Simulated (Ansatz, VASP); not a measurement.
## One calculation of Bi, two programs

```
Bi
1.0
    -1.89877    1.89877    1.89877
     1.89877   -1.89877    1.89877
     1.89877    1.89877   -1.89877
Bi
1
Direct
  0.00000 0.00000 0.00000
```

Change from the starting cell: volume scaled by 0.88.

Alike in both runs: functional LDA; k mesh 9 × 9 × 9; occupations methfessel-paxton of order 1, width 0.05 eV; no spin polarisation.

|  | VASP | Ansatz |
| --- | --- | --- |
| version | VASP 6.6.1 | Ansatz 0.2.0 |
| potentials or method | VASP PAW LDA potentials, release 64 (Bi_d) | Ansatz PAW |
| plane-wave cutoff (eV) | 500 | 420 |
| valence electrons in the cell | 15 | 15 |
| task | single point | atomic charges |

Ansatz gave:

- gap on the k mesh at the Fermi level (eV): none
- pressure (GPa): 4.7

Q: Estimate VASP's values.

A: gap on the k mesh at the Fermi level (eV): none; pressure (GPa): 4.8.

LDA's correlation is that of Perdew and Zunger in VASP and of Perdew and Wang (1992) in Ansatz. A gap of «none» marks a metal or a gap that the smearing closes.

Neither program's run includes spin-orbit coupling.
